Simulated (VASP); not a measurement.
# IrO2 (P4_2/mnm) in VASP: a series of runs

IrO2 is run at these levels: PBEsol; tasks: single point.

All numbers are computed with VASP 6.6.1; they aren't measurements. Logs are shortened: lines on timing, memory, paths and dates and some standing lists are left out, and cuts for length are marked.

**1. The cell of the first run**

It takes space group P4_2/mnm (No. 136, tetragonal). The conventional cell has a = 4.472 Å, b = 4.472 Å, c = 3.154 Å, α = 90.00°, β = 90.00°, γ = 90.00°. Within 2.6 Å of Ir (site symmetry mmm) lie 6 O at 1.95 to 1.99 Å. O (site symmetry m2m) has 3 Ir at 1.95 to 1.99 Å and 1 O at 2.42 Å within 2.6 Å.

**2. Single point, PBEsol**

Input file INCAR:

```
PREC = Accurate ; ENCUT = 600
EDIFF = 1E-6 ; ISMEAR = 0
SIGMA = 0.1 ; LREAL = False
LASPH = True ; NELM = 120
ALGO = Normal ; ISIF = 2
LWAVE = False ; LCHARG = False
GGA = PS ; NBANDS = 30
GGA_COMPAT = False
```

Input file KPOINTS:

```
Automatic mesh
0
Gamma
  8 8 12
```

Input file POSCAR:

```
IrO2
1.0
    4.4715818232      0.0000000000      0.0000000000
    0.0000000000      4.4715818232      0.0000000000
    0.0000000000      0.0000000000      3.1535743094
Ir O
2 4
Direct
    0.0000000000      0.0000000000      0.0000000000
    0.5000000000      0.5000000000      0.5000000000
    0.3087817154      0.3087817154      0.0000000000
    0.1912182846      0.8087817154      0.5000000000
    0.6912182846      0.6912182846      0.0000000000
    0.8087817154      0.1912182846      0.5000000000
```

Potentials or basis: VASP PAW PBE potentials, release 64 (Ir, O).

Command:

```bash
cat potpaw_PBE.64/Ir/POTCAR potpaw_PBE.64/O/POTCAR > POTCAR
mpirun -np 1 vasp_std > vasp.out
```

OUTCAR:

```text
PREC = Accurate
   ENCUT = 600
   EDIFF = 1E-6
   ISMEAR = 0
   LREAL = False
   LASPH = True
   NELM = 120
   ISIF = 2
   GGA = PS

 ion  position               nearest neighbor table
   1  0.000  0.000  0.000-   3 1.95   5 1.95   4 1.99   6 1.99   4 1.99   6 1.99
   2  0.500  0.500  0.500-   4 1.95   6 1.95   5 1.99   3 1.99   3 1.99   5 1.99
   3  0.309  0.309  0.000-   1 1.95   2 1.99   2 1.99
   4  0.191  0.809  0.500-   2 1.95   1 1.99   1 1.99
   5  0.691  0.691  0.000-   1 1.95   2 1.99   2 1.99
   6  0.809  0.191  0.500-   2 1.95   1 1.99   1 1.99

  LATTYP: Found a simple tetragonal cell.
 ALAT       =     4.4715818232
 C/A-ratio  =     0.7052480384

  Lattice vectors:

 A1 = (   4.4715818232,   0.0000000000,   0.0000000000)
 A2 = (   0.0000000000,   4.4715818232,   0.0000000000)
 A3 = (   0.0000000000,   0.0000000000,   3.1535743094)

Analysis of symmetry for initial positions (statically):
=====================================================================
 Subroutine PRICEL returns:
 Original cell was already a primitive cell.

 Routine SETGRP: Setting up the symmetry group for a
 simple tetragonal supercell.

 Subroutine GETGRP returns: Found 16 space group operations
 (whereof  8 operations were pure point group operations)
 out of a pool of 16 trial point group operations.

The static configuration has the point symmetry D_2h.
 The point group associated with its full space group is D_4h.

Analysis of symmetry for dynamics (positions and initial velocities):
=====================================================================
 Subroutine PRICEL returns:
 Original cell was already a primitive cell.

 Routine SETGRP: Setting up the symmetry group for a
 simple tetragonal supercell.

 Subroutine GETGRP returns: Found 16 space group operations
 (whereof  8 operations were pure point group operations)
 out of a pool of 16 trial point group operations.

The dynamic configuration has the point symmetry D_2h.
 The point group associated with its full space group is D_4h.

 Subroutine INISYM returns: Found 16 space group operations
 (whereof  8 operations are pure point group operations),
 and found     1 'primitive' translations

----------------------------------------------------------------------------------------

                                     Primitive cell

  volume of cell :      63.0559

  direct lattice vectors                    reciprocal lattice vectors
     4.471581823  0.000000000  0.000000000     0.223634508  0.000000000  0.000000000
     0.000000000  4.471581823  0.000000000     0.000000000  0.223634508  0.000000000
     0.000000000  0.000000000  3.153574309     0.000000000  0.000000000  0.317100503

  length of vectors
     4.471581823  4.471581823  3.153574309     0.223634508  0.223634508  0.317100503

  position of ions in fractional coordinates (direct lattice)
     0.000000000  0.000000000  0.000000000
     0.500000000  0.500000000  0.500000000
     0.308781715  0.308781715  0.000000000
     0.191218285  0.808781715  0.500000000
     0.691218285  0.691218285  0.000000000
     0.808781715  0.191218285  0.500000000

  ion indices of the primitive-cell ions
   primitive index   ion index
                 1           1
                 2           2
                 3           3
                 4           4
                 5           5
                 6           6

----------------------------------------------------------------------------------------

 KPOINTS: Automatic mesh

Automatic generation of k-mesh.
 Grid dimensions read from file:
 generate k-points for:    8    8   12

 Generating k-lattice:

  Cartesian coordinates                     Fractional coordinates (reciprocal lattice)
     0.027954313  0.000000000  0.000000000     0.125000000  0.000000000  0.000000000
     0.000000000  0.027954313  0.000000000     0.000000000  0.125000000  0.000000000
     0.000000000  0.000000000  0.026425042     0.000000000  0.000000000  0.083333333

  Length of vectors
     0.027954313  0.027954313  0.026425042

  Shift w.r.t. Gamma in fractional coordinates (k-lattice)
     0.000000000  0.000000000  0.000000000

 Subroutine IBZKPT returns following result:
 ===========================================

 Found    105 irreducible k-points:

 Following reciprocal coordinates:
            Coordinates               Weight
  0.000000  0.000000  0.000000      1.000000
  0.125000  0.000000  0.000000      4.000000
  0.250000  0.000000  0.000000      4.000000
  0.375000  0.000000  0.000000      4.000000
  0.500000  0.000000  0.000000      2.000000
  0.125000  0.125000  0.000000      4.000000
[... 16 lines left out ...]
  0.375000  0.125000  0.083333     16.000000
  0.500000  0.125000  0.083333      8.000000
 [... further k-points ...]
   k-points           NKPTS =    105   k-points in BZ     NKDIM =    105   number of bands    NBANDS=     30
   number of dos      NEDOS =    301   number of ions     NIONS =      6
   total plane-waves  NPLWV =  36288
   dimension x,y,z NGX =    36 NGY =   36 NGZ =   28
   dimension x,y,z NGXF=    72 NGYF=   72 NGZF=   56
   ions per type =               2   4
   NGX,Y,Z   is equivalent  to a cutoff of  13.38, 13.38, 14.76 a.u.
   NGXF,Y,Z  is equivalent  to a cutoff of  26.77, 26.77, 29.52 a.u.
 SYSTEM =  unknown system
   PREC   = accura    normal or accurate (medium, high low for compatibility)
   ISTART =      0    job   : 0-new  1-cont  2-samecut
   ICHARG =      2    charge: 1-file 2-atom 10-const
   ISPIN  =      1    spin polarized calculation?
   LNONCOLLINEAR =      F non collinear calculations
   LSORBIT =      F    spin-orbit coupling
   LASPH  =      T    aspherical Exc in radial PAW
   ENCUT  =  600.0 eV  44.10 Ry    6.64 a.u.   8.93  8.93  6.30*2*pi/ulx,y,z
   NELM   =    120;   NELMIN=  2; NELMDL= -5     # of ELM steps
   EDIFF  = 0.1E-05   stopping-criterion for ELM
   LREAL  =      F    real-space projection
   EDIFFG = 0.1E-04   stopping-criterion for IOM
   NSW    =      0    number of steps for IOM
   IBRION =     -1    ionic relax: 0-MD 1-quasi-New 2-CG
   NFREE  =      0    steps in history (QN), initial steepest desc. (CG)
   ISIF   =      2    stress and relaxation
   ISYM   =      2    0-nonsym 1-usesym 2-fastsym
   POTIM  = 0.5000    time-step for ionic-motion
   TEBEG  =    0.0;   TEEND  =   0.0 temperature during run
   PSTRESS=    0.0 pullay stress
   NELECT =      42.0000    total number of electrons
   NUPDOWN=      -1.0000    fix difference up-down
   EMIN   =  10.00;   EMAX   =-10.00  energy-range for DOS
   EFERMI =   0.00;   METHOD = LEGACY
   ISMEAR =     0;   SIGMA  =   0.10  broadening in eV -4-tet -1-fermi 0-gaus
   EFERMI_NEDOS =   21; number of points for ismear=-14 and -15
   IALGO  =     38    algorithm
   IMIX   =      4    mixing-type and parameters
     AMIX     =   0.40;   BMIX     =  1.00
     AMIX_MAG =   1.60;   BMIX_MAG =  1.00
  volume/ion in A,a.u.               =      10.51        70.92
  Fermi-wavevector in a.u.,A,eV,Ry     =   1.429715  2.701769 27.811462  2.044085
  Thomas-Fermi vector in A             =   2.549639
   LORBIT       =      0    0 simple, 1 ext, 2 COOP (PROOUT), +10 PAW based schemes
   GGA     = PS    functional components
   LHFCALC =     F    Hartree Fock is set to
   AEXX    =    0.0000 exact exchange contribution
   IVDW    =     0    specifies the selected vdW correction
   LEPSILON=     F    determine dielectric tensor
   LRPA    =     F    only Hartree local field effects (RPA)
 non-spin polarized calculation
 Gauss-broadening in eV      SIGMA  =   0.10
  energy-cutoff  :      600.00
  volume of cell :       63.06
 maximum number of plane-waves:      2144
 NGX is ok and might be reduce to    36
   NGX = 17   NGY = 17   NGZ = 13

 number of electron      41.9999991 magnetization

 Free energy of the ion-electron system (eV)
  ---------------------------------------------------
  ext. energy  EPLUGINS =         0.00000000
  ---------------------------------------------------
  free energy    TOTEN  =       -45.56657839 eV

  energy without entropy =      -45.55446539  energy(sigma->0) =      -45.56052189

 E-fermi :   6.3030     XC(G=0): -12.3579

 val. band max:        6.2975919534   @ k =   0.3750   0.3750   0.1667
 cond. band min:       6.3137295078   @ k =   0.2500   0.0000   0.3333
 fundamental gap:      0.0161375545
 Fermi energy:         6.3030381392

 k-point     1 :       0.0000    0.0000    0.0000
  band No.  band energies     occupation
      1     -15.0682      2.00000
      2     -13.8116      2.00000
      3     -12.6540      2.00000
      4     -12.6540      2.00000
      5      -3.7980      2.00000
      6      -3.5591      2.00000
[... 22 lines left out ...]
     29      14.6413      0.00000
     30      18.2327      0.00000

 k-point     2 :       0.1250    0.0000    0.0000
  band No.  band energies     occupation
      1     -15.0043      2.00000
      2     -13.8027      2.00000
      3     -12.7424      2.00000
      4     -12.6947      2.00000
      5      -3.6322      2.00000
      6      -3.4336      2.00000
[... 22 lines left out ...]
     29      14.7122      0.00000
     30      18.0976      0.00000

 k-point     3 :       0.2500    0.0000    0.0000
  band No.  band energies     occupation
      1     -14.8194      2.00000
      2     -13.8036      2.00000
      3     -12.9492      2.00000
      4     -12.8041      2.00000
      5      -3.1875      2.00000
      6      -3.0834      2.00000
[... 22 lines left out ...]
     29      14.9680      0.00000
     30      17.6819      0.00000

 k-point     4 :       0.3750    0.0000    0.0000
  band No.  band energies     occupation
      1     -14.5359      2.00000
      2     -13.9169      2.00000
      3     -13.1020      2.00000
      4     -12.9481      2.00000
      5      -2.6256      2.00000
      6      -2.6068      2.00000
[... 616 lines left out ...]
     29      15.2530      0.00000
     30      17.5699      0.00000

 k-point    23 :       0.3750    0.1250    0.0833
  band No.  band energies     occupation
      1     -14.4662      2.00000
      2     -13.9004      2.00000
      3     -13.1457      2.00000
      4     -12.9228      2.00000
      5      -3.0679      2.00000
      6      -2.1983      2.00000
[... 22 lines left out ...]
     29      15.6829      0.00000
     30      17.0107      0.00000

 k-point    24 :       0.5000    0.1250    0.0833
  band No.  band energies     occupation
      1     -14.1694      2.00000
      2     -14.1694      2.00000
      3     -13.0665      2.00000
      4     -13.0665      2.00000
      5      -2.5494      2.00000
      6      -2.5494      2.00000
[... 22 lines left out ...]
     29      16.3248      0.00000
     30      16.3248      0.00000

 [... further k-points ...]
[... 5 lines left out ...]
  --------------------------------------------------------------------------------------
  -------------------------------------------------------------------------------------
  Total        0.9553852      0.9553852      1.3773316      0.0000000      0.0000000      0.0000000
  in kB       24.2752469     24.2752469     34.9964227      0.0000000      0.0000000      0.0000000
  external PRESSURE =      27.8489722 kB  Pullay stress =       0.0000000 kB

 VOLUME and BASIS-vectors are now :
 -----------------------------------------------------------------------------
  energy-cutoff  :      600.00
  volume of cell :       63.06
      direct lattice vectors                 reciprocal lattice vectors
     4.471581823  0.000000000  0.000000000     0.223634508  0.000000000  0.000000000
     0.000000000  4.471581823  0.000000000     0.000000000  0.223634508  0.000000000
     0.000000000  0.000000000  3.153574309     0.000000000  0.000000000  0.317100503

 POSITION                                       TOTAL-FORCE (eV/Angst)
 -----------------------------------------------------------------------------------
      0.00000      0.00000      0.00000        -0.000000     -0.000000      0.000000
      2.23579      2.23579      1.57679        -0.000000     -0.000000      0.000000
      1.38074      1.38074      0.00000        -0.003610     -0.003610     -0.000000
      0.85505      3.61653      1.57679         0.003610     -0.003610     -0.000000
      3.09084      3.09084      0.00000         0.003610      0.003610      0.000000
      3.61653      0.85505      1.57679        -0.003610      0.003610      0.000000
 -----------------------------------------------------------------------------------
    total drift:                                0.000000      0.000000     -0.000000

  FREE ENERGIE OF THE ION-ELECTRON SYSTEM (eV)
  ---------------------------------------------------
  free  energy   TOTEN  =       -45.5665783927 eV

  energy  without entropy=      -45.5544653888  energy(sigma->0) =      -45.56052189
```

Run time: 3.1 min. Hardware: 1 thread of Intel Xeon 8259CL, shared host; peak memory 0.33 GiB.

Results:

```yaml
Free_energy: -45.5666 eV
Pressure: 2.8 GPa
Largest_force: 0.005 eV/Å
Band_gap_on_the_k_mesh: zero (bands 21 and 22 overlap by 1.40 eV)
```

Forces in eV/Å, atoms in the order of the input:
```
Ir   0.000  0.000  0.000
Ir   0.000  0.000  0.000
O   -0.004 -0.004  0.000
O    0.004 -0.004  0.000
O    0.004  0.004  0.000
O   -0.004  0.004  0.000
```

Stress tensor (GPa, compression positive):
```
2.43 0.00 0.00
0.00 2.43 0.00
0.00 0.00 3.50
```

Caveat: the PAW data sets were made with another functional, which shifts forces and pressure a little; spin-orbit coupling is left out, which moves the levels of the heavy elements.

**3. Single point, PBEsol, collinear spin**

This run uses another cell than the first one, of 10.61 Å³/atom.

Input file INCAR:

```
SYSTEM = IrO2
PREC     = Accurate       ! precision mode
ENCUT    = 600            ! plane-wave cutoff, eV
EDIFF    = 1E-6           ! SCF threshold, eV
ISMEAR   = 0              ! smearing method
SIGMA    = 0.1            ! smearing width, eV
LREAL    = .FALSE.        ! projectors in reciprocal space
LASPH    = .TRUE.         ! aspherical terms in the spheres
NELM     = 200            ! most SCF steps
ALGO     = Normal         ! electronic algorithm
ISIF     = 2              ! what is computed and relaxed
LWAVE    = .FALSE.        ! write WAVECAR
LCHARG   = .TRUE.         ! write CHGCAR
ISPIN    = 2              ! spin polarisation
MAGMOM   = 1 1 0 0 0 0    ! initial moments
LORBIT   = 11             ! projections on sites
LMAXMIX  = 4              ! l up to which the mixer works
GGA      = PS             ! functional
LELF     = .TRUE.         ! ELF
LVHAR    = .TRUE.       
NBANDS   = 34             ! bands
GGA_COMPAT= .FALSE.
```

Input file KPOINTS:

```
regular mesh
0
G
  4 4 6
  0 0 0
```

Input file POSCAR:

```
IrO2
1.0
    4.4990000000      0.0000000000      0.0000000000
    0.0000000000      4.4990000000      0.0000000000
    0.0000000000      0.0000000000      3.1460000000
Ir O
2 4
Direct
    0.0000000000      0.0000000000      0.0000000000
    0.5000000000      0.5000000000      0.5000000000
    0.3110000000      0.3110000000      0.0000000000
    0.1890000000      0.8110000000      0.5000000000
    0.6890000000      0.6890000000      0.0000000000
    0.8110000000      0.1890000000      0.5000000000
```

Potentials or basis: VASP PAW PBE potentials, release 64 (Ir, O).

Command:

```bash
cat potpaw_PBE.64/Ir/POTCAR potpaw_PBE.64/O/POTCAR > POTCAR
mpirun -np 1 vasp_std > vasp.out
```

It took 1.9 min on 1 thread of Intel Xeon 8259CL, shared host; peak memory 0.27 GiB.

The run converged. Its results:

```
Free energy                                           : -45.5436 eV
Pressure                                              : 0.7 GPa
Largest force                                         : 0.587 eV/Å
Band gap on the k mesh                                : zero (filled and empty bands overlap)
Net moment                                            : 0.00 μB per cell
Valence electrons inside the program's atomic spheres : Ir 8.38; O 4.99
```

Forces in eV/Å, atoms in the order of the input:
```
Ir   0.000  0.000  0.000
Ir   0.000  0.000  0.000
O   -0.415 -0.415  0.000
O    0.415 -0.415  0.000
O    0.415  0.415  0.000
O   -0.415  0.415  0.000
```

Stress tensor (GPa, compression positive):
```
-1.88  0.00  0.00
 0.00 -1.88  0.00
 0.00  0.00  5.97
```

Levels at points of the mesh, in eV from the Fermi level:
Spin up:
| k point | band 19 | band 20 | band 21 | band 22 | band 23 | band 24 |
| --- | --- | --- | --- | --- | --- | --- |
| (0.00, 0.00, 0.00) | -2.46 | -2.16 | -2.15 | 0.70 | 1.28 | 4.08 |
| (0.50, 0.00, 0.00) | -1.38 | -1.38 | -0.25 | -0.25 | 3.58 | 3.58 |
| (0.50, 0.50, 0.00) | -2.42 | -2.42 | 0.24 | 0.24 | 2.47 | 2.47 |
| (0.00, 0.00, 0.50) | -0.76 | -0.76 | 0.33 | 0.33 | 2.41 | 2.41 |
| (0.50, 0.00, 0.50) | -1.79 | -1.79 | 0.59 | 0.59 | 1.20 | 1.20 |
| (0.50, 0.50, 0.50) | -1.31 | -1.31 | -0.41 | -0.41 | 2.36 | 2.36 |
Spin down:
| k point | band 17 | band 18 | band 19 | band 20 | band 21 | band 22 | band 23 | band 24 | band 25 | band 26 |
| --- | --- | --- | --- | --- | --- | --- | --- | --- | --- | --- |
| (0.00, 0.00, 0.00) | -2.48 | -2.46 | -2.46 | -2.16 | -2.15 | 0.70 | 1.28 | 4.08 | 4.35 | 4.35 |
| (0.50, 0.00, 0.00) | -1.58 | -1.58 | -1.38 | -1.38 | -0.25 | -0.25 | 3.58 | 3.58 | 3.79 | 3.79 |
| (0.50, 0.50, 0.00) | -2.48 | -2.48 | -2.42 | -2.42 | 0.24 | 0.24 | 2.47 | 2.47 | 4.34 | 4.34 |
| (0.00, 0.00, 0.50) | -1.93 | -1.93 | -0.75 | -0.75 | 0.33 | 0.33 | 2.41 | 2.41 | 2.65 | 2.65 |
| (0.50, 0.00, 0.50) | -2.81 | -2.81 | -1.79 | -1.79 | 0.59 | 0.59 | 1.20 | 1.20 | 4.53 | 4.53 |
| (0.50, 0.50, 0.50) | -1.83 | -1.83 | -1.31 | -1.31 | -0.41 | -0.41 | 2.36 | 2.36 | 3.09 | 3.09 |

Caveat: the PAW data sets were made with another functional, which shifts forces and pressure a little; spin-orbit coupling is left out, which moves the levels of the heavy elements.

[end of part 1 of 2]
